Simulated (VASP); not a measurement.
# Te2Mo (P2_1/m) in VASP: notebook, part 2 of 2

VASP 6.6.1. The steps go on from the part before.

### 5 Single point, BLYP

This run uses another cell than the first one, of 25.81 Å³/atom, 1.063 times its volume.

INCAR

```
SYSTEM = Te2Mo
  AGGAC = 1.0
  AGGAX = 1.0
  ALDAC = 0.0
  ALDAX = 1.0
  ALGO = Normal
  EDIFF = 1E-6
  ENCUT = 520
  GGA = B5
  ISIF = 2
  ISMEAR = -1
  LASPH = .True.
  LCHARG = .False.
  LREAL = .False.
  LWAVE = .False.
  NBANDS = 64
  NELM = 80
  PREC = Accurate
  SIGMA = 0.05
```

KPOINTS

```
k-points
0
Gamma
  4 8 2
  0 0 0
```

POSCAR

```
Te2Mo
1.0
    6.3719217515      0.0000000000      0.0000000000
    0.0000000000      3.4919741795      0.0000000000
   -0.9530650552      0.0000000000     13.9192001300
Te Mo
8 4
Direct
    0.9437000000      0.7500000000      0.6045000000
    0.0563000000      0.2500000000      0.3955000000
    0.9030000000      0.2500000000      0.8514000000
    0.0970000000      0.7500000000      0.1486000000
    0.4112000000      0.7500000000      0.8955000000
    0.5888000000      0.2500000000      0.1045000000
    0.4432000000      0.2500000000      0.6484000000
    0.5568000000      0.7500000000      0.3516000000
    0.8167000000      0.7500000000      0.9926000000
    0.1833000000      0.2500000000      0.0074000000
    0.6819000000      0.2500000000      0.4934000000
    0.3181000000      0.7500000000      0.5066000000
```

Potentials or basis: VASP PAW PBE potentials, release 64 (Te, Mo_sv).

Command:

```bash
> cat potpaw_PBE.64/Te/POTCAR potpaw_PBE.64/Mo_sv/POTCAR > POTCAR
> mpirun -np 1 vasp_std > vasp.out
```

OUTCAR:

```text
SYSTEM = Te2Mo
   EDIFF = 1E-6
   ENCUT = 520
   GGA = B5
   ISIF = 2
   ISMEAR = -1
   LASPH = .True.
   LREAL = .False.
   NELM = 80
   PREC = Accurate

 ion  position               nearest neighbor table
   1  0.944  0.750  0.605-  11 2.81  11 2.81  12 2.83   2 3.51   2 3.51   7 3.65   7 3.65
   2  0.056  0.250  0.395-  12 2.81  12 2.81  11 2.83   1 3.51   1 3.51   8 3.65   8 3.65
   3  0.903  0.250  0.851-   9 2.72   9 2.72  10 2.72   5 3.68   5 3.68
   4  0.097  0.750  0.149-  10 2.72  10 2.72   9 2.72   6 3.68   6 3.68
   5  0.411  0.750  0.895-  10 2.81  10 2.81   9 2.83   6 3.52   6 3.52   3 3.68   3 3.68
   6  0.589  0.250  0.105-   9 2.81   9 2.81  10 2.83   5 3.52   5 3.52   4 3.68   4 3.68
   7  0.443  0.250  0.648-  12 2.72  12 2.72  11 2.73   1 3.65   1 3.65
   8  0.557  0.750  0.352-  11 2.72  11 2.72  12 2.73   2 3.65   2 3.65
   9  0.817  0.750  0.993-   3 2.72   3 2.72   4 2.72   6 2.81   6 2.81   5 2.83  10 2.91  10 2.91

  10  0.183  0.250  0.007-   4 2.72   4 2.72   3 2.72   5 2.81   5 2.81   6 2.83   9 2.91   9 2.91

  11  0.682  0.250  0.493-   8 2.72   8 2.72   7 2.73   1 2.81   1 2.81   2 2.83  12 2.92  12 2.92

[... 1824 lines left out ...]

 [... further k-points ...]

------------------------ aborting loop because EDIFF is reached ----------------------------------------

  FORCE on cell =-STRESS in cart. coord.  units (eV):
  Direction    XX          YY          ZZ          XY          YZ          ZX
  --------------------------------------------------------------------------------------
  -------------------------------------------------------------------------------------
  Total       13.3275659     14.0285676     11.5841346      0.0000000      0.0000000      0.1761544
  in kB       68.9454615     72.5718465     59.9264346      0.0000000      0.0000000      0.9112726
  external PRESSURE =      67.1479142 kB  Pullay stress =       0.0000000 kB

 VOLUME and BASIS-vectors are now :
 -----------------------------------------------------------------------------
  energy-cutoff  :      520.00
  volume of cell :      309.71
      direct lattice vectors                 reciprocal lattice vectors
     6.371921752  0.000000000  0.000000000     0.156938525  0.000000000  0.010745777
     0.000000000  3.491974180  0.000000000     0.000000000  0.286370961  0.000000000
    -0.953065055  0.000000000 13.919200130     0.000000000  0.000000000  0.071843209

 POSITION                                       TOTAL-FORCE (eV/Angst)
 -----------------------------------------------------------------------------------
      5.43705      2.61898      8.41416         0.032216      0.000000      0.281087
     -0.01820      0.87299      5.50504        -0.032216      0.000000     -0.281087
      4.94241      0.87299     11.85081        -0.027214      0.000000     -0.267919
      0.47645      2.61898      2.06839         0.027214      0.000000      0.267919
      1.76666      2.61898     12.46464         0.012120      0.000000     -0.239712
      3.65219      0.87299      1.45456        -0.012120      0.000000      0.239712
      2.20607      0.87299      9.02521        -0.045009      0.000000      0.230210
      3.21279      2.61898      4.89399         0.045009      0.000000     -0.230210
      4.25794      2.61898     13.81620         0.069969      0.000000     -0.005412
      1.16092      0.87299      0.10300        -0.069969      0.000000      0.005412
      3.87477      0.87299      6.86773        -0.161833     -0.000000     -0.003114
      1.54409      2.61898      7.05147         0.161833      0.000000      0.003114
 -----------------------------------------------------------------------------------
    total drift:                               -0.000000      0.000000     -0.000000

  FREE ENERGIE OF THE ION-ELECTRON SYSTEM (eV)
  ---------------------------------------------------
  free  energy   TOTEN  =       -60.3162406272 eV

  energy  without entropy=      -60.2809301451  energy(sigma->0) =      -60.29858539
```

It took 20 min on 1 thread of Oxide Virtual Turin-like, shared host; peak memory 0.63 GiB.

What came out:

```yaml
Free_energy: -60.3162 eV
Pressure: 6.7 GPa
Largest_force: 0.283 eV/Å
Band_gap_on_the_k_mesh: zero (band 52 reaches 8.53 eV, above the bottom of band 53 at 8.38 eV)
```

Forces on the atoms (eV/Å):
```
Te   0.032  0.000  0.281
Te  -0.032  0.000 -0.281
Te  -0.027  0.000 -0.268
Te   0.027  0.000  0.268
Te   0.012  0.000 -0.240
Te  -0.012  0.000  0.240
Te  -0.045  0.000  0.230
Te   0.045  0.000 -0.230
Mo   0.070  0.000 -0.005
Mo  -0.070  0.000  0.005
Mo  -0.162  0.000 -0.003
Mo   0.162  0.000  0.003
```

Levels at points of the mesh, in eV from the Fermi level:
```csv
k point,band 50,band 51,band 52,band 53,band 54,band 55
"(0.00, 0.00, 0.00)",-0.12,0.08,0.10,0.44,0.67,0.82
"(0.50, 0.00, 0.00)",-0.81,-0.64,-0.56,-0.04,0.02,0.83
"(0.00, 0.50, 0.00)",-1.48,-1.41,-1.41,1.01,1.01,1.12
"(0.50, 0.50, 0.00)",-0.99,-0.91,-0.91,0.97,0.97,1.02
"(0.00, 0.00, 0.50)",-0.05,-0.03,-0.02,0.46,0.56,0.84
"(0.50, 0.00, 0.50)",-0.81,-0.64,-0.42,0.00,0.05,0.79
"(0.00, 0.50, 0.50)",-1.51,-1.44,-1.44,1.01,1.01,1.10
"(0.50, 0.50, 0.50)",-0.99,-0.91,-0.91,0.98,0.98,0.99
```

Caveat: the PAW data sets were made with another functional, which shifts forces and pressure a little; spin-orbit coupling is left out, which moves the levels of the heavy elements.

### 6 Overview

```csv
level,cell,gap on the mesh (eV),pressure (GPa),largest force (eV/Å)
PBE exchange alone,"a = 6.244, b = 3.422, c = 13.673 Å, angles 90.0, 93.9, 90.0°, 12 atoms",none,22.1,1.89
PBE+D3(BJ),"a = 6.288, b = 3.446, c = 13.767 Å, angles 90.0, 93.9, 90.0°, 12 atoms",none,1.3,0.48
RPBE+D3(BJ),"a = 6.288, b = 3.446, c = 13.767 Å, angles 90.0, 93.9, 90.0°, 12 atoms",none,-16.2,0.74
BLYP,"a = 6.372, b = 3.492, c = 13.952 Å, angles 90.0, 93.9, 90.0°, 12 atoms",none,6.7,0.28
```

Alike in all rows: task single point; potentials or basis VASP PAW PBE potentials, release 64 (Te, Mo_sv); no spin polarisation; k mesh 4 × 8 × 2; cutoff (eV) 520; smearing fermi-dirac 0.05 eV.

Caveats: spin-orbit coupling is left out, which moves the levels of the heavy elements; pairwise dispersion overbinds metals, which lowers pressure and volume (some runs); the PAW data sets were made with another functional, which shifts forces and pressure a little (some runs); forces of over 1 eV/Å act on the atoms, so gaps and moduli don't describe the material at rest (some runs).

Absolute energies hang on the potentials; compare differences alone.
